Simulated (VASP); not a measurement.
# GaSb3 (Fm-3m) in VASP: settings compared

The runs below take GaSb3 through relaxation of cell and atoms, with revPBE, BLYP, r2SCAN.

Everything below comes from runs of VASP 6.6.1. Logs are shortened: lines on timing, memory, paths and dates and some standing lists are left out, and cuts for length are marked.

## (1) The cell of the first run

Symmetry: Fm-3m, No. 225, cubic system. Conventional cell: a = 7.461 Å, b = 7.461 Å, c = 7.461 Å, α = 90.00°, β = 90.00°, γ = 90.00°. Sb (site symmetry m-3m) has 8 Sb at 3.23 Å and 6 Ga at 3.73 Å within 4.3 Å. Within 4.3 Å of Sb (site symmetry -43m) lie 10 Sb at 3.23 to 3.73 Å and 4 Ga at 3.23 Å. Ga (site symmetry m-3m) has 14 Sb at 3.23 to 3.73 Å within 4.3 Å.

## (2) Relaxation of cell and atoms, revPBE

Input file INCAR:

```
SYSTEM = GaSb3
PREC = Accurate
ENCUT = 600
EDIFF = 1E-6
ISMEAR = -1
SIGMA = 0.05
LREAL = .FALSE.
LASPH = .TRUE.
NELM = 80
ALGO = Normal
ISIF = 3
LWAVE = .FALSE.
LCHARG = .FALSE.
GGA = RE
IBRION = 2
NSW = 60
EDIFFG = -0.01
```

Input file KPOINTS:

```
regular mesh
0
G
  6 6 6
  0 0 0
```

Input file POSCAR:

```
GaSb3
1.0
    0.0000000000      3.7305950000      3.7305950000
    3.7305950000      0.0000000000      3.7305950000
    3.7305950000      3.7305950000      0.0000000000
Sb Ga
3 1
Direct
    0.5000000000      0.5000000000      0.5000000000
    0.7500000000      0.7500000000      0.7500000000
    0.2500000000      0.2500000000      0.2500000000
    0.0000000000      0.0000000000      0.0000000000
```

Potentials or basis: VASP PAW PBE potentials, release 64 (Sb, Ga_d).

The run is started by

```
$ cat potpaw_PBE.64/Sb/POTCAR potpaw_PBE.64/Ga_d/POTCAR > POTCAR
$ mpirun -np 1 vasp_std > vasp.out
```

OUTCAR:

```text
SYSTEM = GaSb3
   PREC = Accurate
   ENCUT = 600
   EDIFF = 1E-6
   ISMEAR = -1
   LREAL = .FALSE.
   LASPH = .TRUE.
   NELM = 80
   ISIF = 3
   GGA = RE
   IBRION = 2
   NSW = 60
   EDIFFG = -0.01

 ion  position               nearest neighbor table
   1  0.500  0.500  0.500-   3 3.23   3 3.23   3 3.23   2 3.23   3 3.23   2 3.23   2 3.23   2 3.23

   2  0.750  0.750  0.750-   1 3.23   1 3.23   1 3.23   1 3.23   4 3.23   4 3.23   4 3.23   4 3.23
                             3 3.73   3 3.73   3 3.73   3 3.73   3 3.73   3 3.73
   3  0.250  0.250  0.250-   4 3.23   4 3.23   4 3.23   1 3.23   4 3.23   1 3.23   1 3.23   1 3.23
                             2 3.73   2 3.73   2 3.73   2 3.73   2 3.73   2 3.73
   4  0.000  0.000  0.000-   2 3.23   2 3.23   2 3.23   2 3.23   3 3.23   3 3.23   3 3.23   3 3.23

  LATTYP: Found a face centered cubic cell.
 ALAT       =     7.4611900000

  Lattice vectors:

 A1 = (   0.0000000000,   3.7305950000,   3.7305950000)
 A2 = (   3.7305950000,   0.0000000000,   3.7305950000)
 A3 = (   3.7305950000,   3.7305950000,   0.0000000000)

Analysis of symmetry for initial positions (statically):
=====================================================================
 Subroutine PRICEL returns:
 Original cell was already a primitive cell.

 Routine SETGRP: Setting up the symmetry group for a
 face centered cubic supercell.

 Subroutine GETGRP returns: Found 48 space group operations
 (whereof 48 operations were pure point group operations)
 out of a pool of 48 trial point group operations.

The static configuration has the point symmetry O_h .

Analysis of symmetry for dynamics (positions and initial velocities):
=====================================================================
 Subroutine PRICEL returns:
 Original cell was already a primitive cell.

 Routine SETGRP: Setting up the symmetry group for a
 face centered cubic supercell.

 Subroutine GETGRP returns: Found 48 space group operations
 (whereof 48 operations were pure point group operations)
 out of a pool of 48 trial point group operations.

The dynamic configuration has the point symmetry O_h .

 Subroutine INISYM returns: Found 48 space group operations
 (whereof 48 operations are pure point group operations),
 and found     1 'primitive' translations

----------------------------------------------------------------------------------------

[... 149 lines left out ...]
  energy-cutoff  :      600.00
  volume of cell :      103.84
      direct lattice vectors                 reciprocal lattice vectors
     0.000000000  3.730595000  3.730595000    -0.134026878  0.134026878  0.134026878
     3.730595000  0.000000000  3.730595000     0.134026878 -0.134026878  0.134026878
     3.730595000  3.730595000  0.000000000     0.134026878  0.134026878 -0.134026878

 POSITION                                       TOTAL-FORCE (eV/Angst)
 -----------------------------------------------------------------------------------
      3.73060      3.73060      3.73060         0.000000      0.000000     -0.000000
      5.59589      5.59589      5.59589        -0.000000     -0.000000     -0.000000
      1.86530      1.86530      1.86530         0.000000      0.000000      0.000000
      0.00000      0.00000      0.00000         0.000000      0.000000     -0.000000
 -----------------------------------------------------------------------------------
    total drift:                               -0.000000      0.000000      0.000000

  FREE ENERGIE OF THE ION-ELECTRON SYSTEM (eV)
  ---------------------------------------------------
  free  energy   TOTEN  =       -13.1962221775 eV

  energy  without entropy=      -13.1604227454  energy(sigma->0) =      -13.17832246

--------------------------------------- Ionic step        2  -------------------------------------------

 number of electron      28.0000007 magnetization

 Free energy of the ion-electron system (eV)
  ---------------------------------------------------
  ext. energy  EPLUGINS =         0.00000000
  ---------------------------------------------------
  free energy    TOTEN  =       -13.19678109 eV

  energy without entropy =      -13.16122046  energy(sigma->0) =      -13.17900078

 E-fermi :   7.6002     XC(G=0): -10.1168

 val. band max:        7.5894843988   @ k =   0.5000   0.1667   0.0000
 cond. band min:       7.6509138845   @ k =   0.3333   0.1667   0.0000
 fundamental gap:      0.0614294857
 Fermi energy:         7.6002171300

 k-point     1 :       0.0000    0.0000    0.0000
  band No.  band energies     occupation
      1      -7.4400      2.00000
      2      -7.4400      2.00000
      3      -7.4400      2.00000
      4      -7.4284      2.00000
      5      -7.4284      2.00000
      6      -4.9126      2.00000
[... 313 lines left out ...]
      5      -7.4281      2.00000
      6      -2.3447      2.00000
[... 10 lines left out ...]
     17       9.6092      0.00000
     18      10.4909      0.00000

------------------------ aborting loop because EDIFF is reached ----------------------------------------

  FORCE on cell =-STRESS in cart. coord.  units (eV):
  Direction    XX          YY          ZZ          XY          YZ          ZX
  --------------------------------------------------------------------------------------
  -------------------------------------------------------------------------------------
  Total        0.0130133      0.0130133      0.0130133      0.0000000      0.0000000      0.0000000
  in kB        0.1995250      0.1995250      0.1995250      0.0000000      0.0000000      0.0000000
  external PRESSURE =       0.1995250 kB  Pullay stress =       0.0000000 kB

 VOLUME and BASIS-vectors are now :
 -----------------------------------------------------------------------------
  energy-cutoff  :      600.00
  volume of cell :      104.50
      direct lattice vectors                 reciprocal lattice vectors
     0.000000000  3.738434473  3.738434473    -0.133745824  0.133745824  0.133745824
     3.738434473  0.000000000  3.738434473     0.133745824 -0.133745824  0.133745824
     3.738434473  3.738434473  0.000000000     0.133745824  0.133745824 -0.133745824

 POSITION                                       TOTAL-FORCE (eV/Angst)
 -----------------------------------------------------------------------------------
      3.73843      3.73843      3.73843         0.000000      0.000000      0.000000
      5.60765      5.60765      5.60765         0.000000     -0.000000     -0.000000
      1.86922      1.86922      1.86922        -0.000000      0.000000      0.000000
      3.73843      3.73843      7.47687         0.000000      0.000000      0.000000
 -----------------------------------------------------------------------------------
    total drift:                               -0.000000     -0.000000      0.000000

  FREE ENERGIE OF THE ION-ELECTRON SYSTEM (eV)
  ---------------------------------------------------
  free  energy   TOTEN  =       -13.1967810948 eV

  energy  without entropy=      -13.1612204608  energy(sigma->0) =      -13.17900078

 reached required accuracy - stopping structural energy minimisation
```

CONTCAR:

```text
GaSb3
   1.00000000000000
     0.0000000000000000    3.7384344732126089    3.7384344732126089
     3.7384344732126089    0.0000000000000000    3.7384344732126089
     3.7384344732126089    3.7384344732126089    0.0000000000000000
  Sb              Ga
     3     1
Direct
     0.5000000000000000    0.5000000000000000    0.5000000000000000
     0.7500000000000000    0.7500000000000000    0.7500000000000000
     0.2500000000000000    0.2500000000000000    0.2500000000000000
     1.0000000000000000    1.0000000000000000    0.0000000000000000

  0.00000000E+00  0.00000000E+00  0.00000000E+00
  0.00000000E+00  0.00000000E+00  0.00000000E+00
  0.00000000E+00  0.00000000E+00  0.00000000E+00
  0.00000000E+00  0.00000000E+00  0.00000000E+00
```

Wall time 37 s (1 thread of AMD EPYC 9R45 (Zen 5), shared host); peak memory 0.25 GiB.

Results:

```yaml
Free_energy: -13.1968 eV
Relaxed_volume: 26.12 Å³/atom
Relaxed_cell: a = 5.287 Å, b = 5.287 Å, c = 5.287 Å, α = 60.00°, β = 60.00°, γ = 60.00°
Space_group_after_relaxing_to_0.1_Å: Fm-3m (No. 225)
Energy_gained_by_relaxing: 0.1 meV/atom
Ionic_steps: 2
Pressure_after_relaxing: 0.0 GPa
```

The path:
| step | energy change (eV) | largest force (eV/Å) | pressure (GPa) | volume (Å³) |
| --- | --- | --- | --- | --- |
| 1 | 0.0000 | 0.0000 | 0.27 | 103.84 |
| 2 | -0.0006 | 0.0000 | 0.02 | 104.50 |

Final structure:
```yaml
crystal:
  lattice:
    - [0.00000, 3.73843, 3.73843]
    - [3.73843, 0.00000, 3.73843]
    - [3.73843, 3.73843, 0.00000]
  atoms:
    - { symbol: Sb, position: [0.50000, 0.50000, 0.50000] }
    - { symbol: Sb, position: [0.75000, 0.75000, 0.75000] }
    - { symbol: Sb, position: [0.25000, 0.25000, 0.25000] }
    - { symbol: Ga, position: [0.00000, 0.00000, 0.00000] }
```

Caveat: the highest band is partly filled, so the run has too few bands; the PAW data sets were made with another functional, which shifts forces and pressure a little; spin-orbit coupling is left out, which moves the levels of the heavy elements.

## (3) Relaxation of cell and atoms, BLYP

Input file INCAR:

```
PREC = Accurate
ENCUT = 600
EDIFF = 1E-6
ISMEAR = -1
SIGMA = 0.05
LREAL = F
LASPH = T
NELM = 80
ALGO = Normal
ISIF = 3
LWAVE = F
LCHARG = F
GGA = B5
ALDAX = 1.0
AGGAX = 1.0
AGGAC = 1.0
ALDAC = 0.0
IBRION = 2
NSW = 60
EDIFFG = -0.01
```

Input file KPOINTS:

```
Automatic mesh
0
Gamma
  6 6 6
```

POSCAR is that of step 2.

Potentials or basis: VASP PAW PBE potentials, release 64 (Sb, Ga_d).

The run is started by

```
$ cat potpaw_PBE.64/Sb/POTCAR potpaw_PBE.64/Ga_d/POTCAR > POTCAR
$ mpirun -np 1 vasp_std > vasp.out
```

It took 2.3 min on 1 thread of AMD EPYC 9R45 (Zen 5), shared host; peak memory 0.25 GiB.

It converged, with:

```yaml
Free_energy: -11.1262 eV
Relaxed_volume: 28.79 Å³/atom
Relaxed_cell: a = 5.461 Å, b = 5.461 Å, c = 5.461 Å, α = 60.00°, β = 60.00°, γ = 60.00°
Space_group_after_relaxing_to_0.1_Å: Fm-3m (No. 225)
Energy_gained_by_relaxing: 40.5 meV/atom
Ionic_steps: 3
Pressure_after_relaxing: 0.0 GPa
```

Step by step:
| step | energy change (eV) | largest force (eV/Å) | pressure (GPa) | volume (Å³) |
| --- | --- | --- | --- | --- |
| 1 | 0.0000 | 0.0000 | 5.03 | 103.84 |
| 2 | -0.1604 | 0.0000 | -0.45 | 116.57 |
| 3 | -0.1620 | 0.0000 | 0.02 | 115.15 |

Final structure:
```yaml
crystal:
  lattice:
    - [0.00000, 3.86137, 3.86137]
    - [3.86137, 0.00000, 3.86137]
    - [3.86137, 3.86137, 0.00000]
  atoms:
    - { symbol: Sb, position: [0.50000, 0.50000, 0.50000] }
    - { symbol: Sb, position: [0.75000, 0.75000, 0.75000] }
    - { symbol: Sb, position: [0.25000, 0.25000, 0.25000] }
    - { symbol: Ga, position: [0.00000, 0.00000, 0.00000] }
```

Levels at points of the mesh, in eV from the Fermi level:
| k point | band 10 | band 11 | band 12 | band 13 | band 14 | band 15 | band 16 | band 17 | band 18 |
| --- | --- | --- | --- | --- | --- | --- | --- | --- | --- |
| (0.00, 0.00, 0.00) | -2.24 | -2.24 | -2.24 | -2.15 | -2.15 | -2.15 | -0.55 | -0.55 | -0.55 |
| (0.50, 0.00, 0.00) | -3.16 | -3.16 | -2.24 | -2.24 | -0.76 | -0.32 | 1.84 | 1.84 | 2.89 |
| (0.50, 0.50, 0.00) | -4.57 | -4.57 | 0.19 | 0.38 | 0.80 | 0.80 | 1.57 | 1.61 | 1.61 |

Caveat: the highest band is partly filled, so the run has too few bands; the PAW data sets were made with another functional, which shifts forces and pressure a little; spin-orbit coupling is left out, which moves the levels of the heavy elements.

## (4) Relaxation of cell and atoms, r2SCAN

POSCAR is that of step 3.

Input file INCAR.step1:

```
SYSTEM = GaSb3
ALGO = Normal
EDIFF = 1E-4
ENCUT = 600
GGA = PE
ISMEAR = -1
LASPH = .TRUE.
LCHARG = .FALSE.
LREAL = .FALSE.
LWAVE = .TRUE.
NELM = 60
PREC = Accurate
SIGMA = 0.05
```

Input file INCAR.step2:

```
SYSTEM = GaSb3
ALGO = Normal
EDIFF = 1E-6
EDIFFG = -0.01
ENCUT = 600
IBRION = 2
ISIF = 3
ISMEAR = -1
ISTART = 1
LASPH = .TRUE.
LCHARG = .FALSE.
LMIXTAU = .TRUE.
LREAL = .FALSE.
LWAVE = .FALSE.
METAGGA = R2SCAN
NELM = 60
NSW = 60
PREC = Accurate
SIGMA = 0.05
```

Input file KPOINTS:

```
k-points
0
G
  6 6 6
  0 0 0
```

Potentials or basis: VASP PAW PBE potentials, release 64 (Sb, Ga_d).

The run is started by

```
$ cat potpaw_PBE.64/Sb/POTCAR potpaw_PBE.64/Ga_d/POTCAR > POTCAR
$ cp INCAR.step1 INCAR
$ mpirun -np 1 vasp_std > vasp.out
$ cp INCAR.step2 INCAR
$ mpirun -np 1 vasp_std > vasp.out
```

OUTCAR:

```text
SYSTEM = GaSb3
   EDIFF = 1E-6
   EDIFFG = -0.01
   ENCUT = 600
   IBRION = 2
   ISIF = 3
   ISMEAR = -1
   ISTART = 1
   LASPH = .TRUE.
   LREAL = .FALSE.
   METAGGA = R2SCAN
   NELM = 60
   NSW = 60
   PREC = Accurate

 ion  position               nearest neighbor table
   1  0.500  0.500  0.500-   3 3.23   3 3.23   3 3.23   2 3.23   3 3.23   2 3.23   2 3.23   2 3.23

   2  0.750  0.750  0.750-   1 3.23   1 3.23   1 3.23   1 3.23   4 3.23   4 3.23   4 3.23   4 3.23
                             3 3.73   3 3.73   3 3.73   3 3.73   3 3.73   3 3.73
   3  0.250  0.250  0.250-   4 3.23   4 3.23   4 3.23   1 3.23   4 3.23   1 3.23   1 3.23   1 3.23
                             2 3.73   2 3.73   2 3.73   2 3.73   2 3.73   2 3.73
   4  0.000  0.000  0.000-   2 3.23   2 3.23   2 3.23   2 3.23   3 3.23   3 3.23   3 3.23   3 3.23

  LATTYP: Found a face centered cubic cell.
[... 184 lines left out ...]
  -------------------------------------------------------------------------------------
  Total       -1.0023623     -1.0023623     -1.0023623     -0.0000000     -0.0000000      0.0000000
  in kB      -15.4657505    -15.4657505    -15.4657505     -0.0000000     -0.0000000      0.0000000
  external PRESSURE =     -15.4657505 kB  Pullay stress =       0.0000000 kB
[... 63 lines left out ...]
--------------------------------------- Ionic step        3  -------------------------------------------

 number of electron      28.0000008 magnetization

 Free energy of the ion-electron system (eV)
  ---------------------------------------------------
  ext. energy  EPLUGINS =         0.00000000
  ---------------------------------------------------
  free energy    TOTEN  =       -87.14761573 eV

  energy without entropy =      -87.11833816  energy(sigma->0) =      -87.13297695

 E-fermi :   7.9137     XC(G=0): -10.9735

 val. band max:        7.8545834087   @ k =   0.5000   0.0000   0.0000
 cond. band min:       7.9452015039   @ k =   0.3333   0.1667   0.0000
 fundamental gap:      0.0906180952
 Fermi energy:         7.9137443974

 k-point     1 :       0.0000    0.0000    0.0000
  band No.  band energies     occupation
      1      -7.7034      2.00000
      2      -7.7034      2.00000
      3      -7.7033      2.00000
      4      -7.6872      2.00000
      5      -7.6872      2.00000
      6      -5.5066      2.00000
[... 356 lines left out ...]
  FREE ENERGIE OF THE ION-ELECTRON SYSTEM (eV)
  ---------------------------------------------------
  free  energy   TOTEN  =       -87.1476157319 eV

  energy  without entropy=      -87.1183381648  energy(sigma->0) =      -87.13297695

 reached required accuracy - stopping structural energy minimisation
```

Wall time 4.8 min (1 thread of AMD EPYC 9R45 (Zen 5), shared host); peak memory 0.28 GiB.

What came out:

* Free energy: -87.1476 eV
* Relaxed volume: 25.17 Å³/atom
* Relaxed cell: a = 5.222 Å, b = 5.222 Å, c = 5.222 Å, α = 60.00°, β = 60.00°, γ = 60.00°
* Space group after relaxing (to 0.1 Å): Fm-3m (No. 225)
* Energy gained by relaxing: 3.9 meV/atom
* Ionic steps: 3
* Pressure after relaxing: 0.0 GPa

Step by step:
| step | energy change (eV) | largest force (eV/Å) | pressure (GPa) | volume (Å³) |
| --- | --- | --- | --- | --- |
| 1 | 0.0000 | 0.0000 | -1.55 | 103.84 |
| 2 | -0.0152 | 0.0000 | 0.31 | 100.12 |
| 3 | -0.0158 | 0.0000 | 0.02 | 100.68 |

Final structure:
```
Sb Ga
1.0
     0.00000    3.69235    3.69235
     3.69235    0.00000    3.69235
     3.69235    3.69235    0.00000
Sb Ga
3 1
Direct
  0.50000 0.50000 0.50000
  0.75000 0.75000 0.75000
  0.25000 0.25000 0.25000
  0.00000 0.00000 0.00000
```

Caveat: the highest band is partly filled, so the run has too few bands; the PAW data sets were made with another functional, which shifts forces and pressure a little; spin-orbit coupling is left out, which moves the levels of the heavy elements.

## (5) Overview

| level | pressure (GPa) | relaxed volume (Å³/atom) |
| --- | --- | --- |
| revPBE | 0.0 | 26.12 |
| BLYP | 0.0 | 28.79 |
| r2SCAN | 0.0 | 25.17 |

Alike in all rows: task relaxation of cell and atoms; potentials or basis VASP PAW PBE potentials, release 64 (Sb, Ga_d); no spin polarisation; cell relaxed; k mesh 6 × 6 × 6; cutoff (eV) 600; smearing fermi-dirac 0.05 eV.

Caveats: the highest band is partly filled, so the run has too few bands; the PAW data sets were made with another functional, which shifts forces and pressure a little; spin-orbit coupling is left out, which moves the levels of the heavy elements.

Absolute energies hang on the potentials; compare differences alone.
